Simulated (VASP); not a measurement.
**H4CO: single point with PBE+D3(BJ)**

H4CO:

```
C O H
1.0
     8.05483    0.00000    0.00000
     0.00000    8.05483    0.00000
     0.00000    0.00000    8.05483
C O H
6 6 24
Direct
  0.90906 0.93485 0.44200
  0.30150 0.43833 0.78637
  0.85173 0.42185 0.40984
  0.42055 0.92916 0.71343
  0.39879 0.67669 0.29398
  0.83345 0.62957 0.99506
  0.75746 0.84402 0.45390
  0.37277 0.55089 0.90414
  0.75664 0.31937 0.30064
  0.59153 0.90892 0.76048
  0.27344 0.56290 0.23939
  0.72119 0.49160 0.96776
  0.91933 0.98406 0.31513
  0.71485 0.85553 0.56725
  0.91148 0.04193 0.52744
  0.01811 0.85508 0.46727
  0.16959 0.47088 0.77453
  0.49243 0.52772 0.91585
  0.35903 0.44985 0.66285
  0.31047 0.30823 0.82814
  0.85393 0.35820 0.53086
  0.73451 0.38142 0.19915
  0.98124 0.43752 0.36772
  0.79618 0.54579 0.42722
  0.42027 0.95675 0.57999
  0.59365 0.86693 0.87392
  0.34929 0.81479 0.73749
  0.36266 0.03390 0.78040
  0.41461 0.66288 0.42947
  0.29470 0.54574 0.12016
  0.52090 0.65130 0.23618
  0.36519 0.80706 0.26735
  0.77733 0.70714 0.09189
  0.77269 0.41796 0.88722
  0.95459 0.58620 0.04098
  0.85038 0.70249 0.88096
```

```
Program                : VASP 6.6.1
Task                   : single point
Functional             : PBE
Dispersion             : D3(BJ)
Potentials or basis    : VASP PAW PBE potentials, release 64 (C_h, O_h, H_h)
Cutoff                 : 1000 eV
k mesh                 : 1 × 1 × 1
Occupations            : fermi-dirac, width 0.02 eV
Spin                   : no spin polarisation
Dipole correction      : no
Further INCAR settings : LREAL = Auto; ALGO = Normal; EDIFF = 1e-06; NBANDS = 66
```

```json
{
  "Pressure": "-0.6 GPa",
  "Largest force": "0.258 eV/Å",
  "Band gap on the k mesh": "3.87 eV",
  "Dispersion energy per atom": "-0.027 eV"
}
```

Forces on the atoms (eV/Å):
```
C    0.022  0.017 -0.008
C    0.008 -0.002  0.021
C    0.007 -0.005  0.008
C   -0.112  0.033 -0.050
C   -0.020 -0.171  0.054
C    0.013 -0.012  0.022
O    0.001 -0.014  0.065
O    0.094  0.007 -0.003
O   -0.024 -0.030  0.013
O    0.016 -0.044  0.229
O    0.233  0.110 -0.015
O    0.040  0.060 -0.015
H    0.017 -0.008  0.049
H    0.012 -0.002 -0.043
H   -0.011 -0.041 -0.047
H   -0.060  0.036  0.002
H    0.037 -0.002  0.007
H   -0.087 -0.067 -0.050
H    0.019  0.000  0.013
H    0.018  0.035  0.003
H    0.003 -0.008 -0.001
H    0.012 -0.005 -0.017
H    0.002 -0.001 -0.008
H    0.002  0.013  0.003
H   -0.021 -0.011  0.070
H    0.013  0.057 -0.220
H    0.044  0.102 -0.026
H    0.047 -0.085 -0.040
H   -0.060  0.016 -0.220
H   -0.048  0.049  0.079
H   -0.149  0.003  0.105
H   -0.002 -0.008  0.020
H   -0.009 -0.009  0.000
H   -0.043 -0.016  0.013
H   -0.009  0.007  0.002
H   -0.004 -0.004 -0.014
```

Stress tensor (GPa, compression positive):
```
-0.65 -0.10 -0.06
-0.10 -0.28 -0.05
-0.06 -0.05 -0.80
```

Levels at points of the mesh, in eV from the valence-band top:
| k point | band 38 | band 39 | band 40 | band 41 | band 42 | band 43 | band 44 | band 45 | band 46 | band 47 |
| --- | --- | --- | --- | --- | --- | --- | --- | --- | --- | --- |
| (0.00, 0.00, 0.00) | -1.23 | -1.15 | -0.39 | -0.17 | 0.00 | 3.87 | 5.14 | 5.16 | 5.74 | 5.93 |

Wall time 5.4 min on 1 thread of AMD EPYC 7571 (shared host), peak memory 0.99 GiB.

Caveat: the k points lie up to 0.78 Å⁻¹ apart.
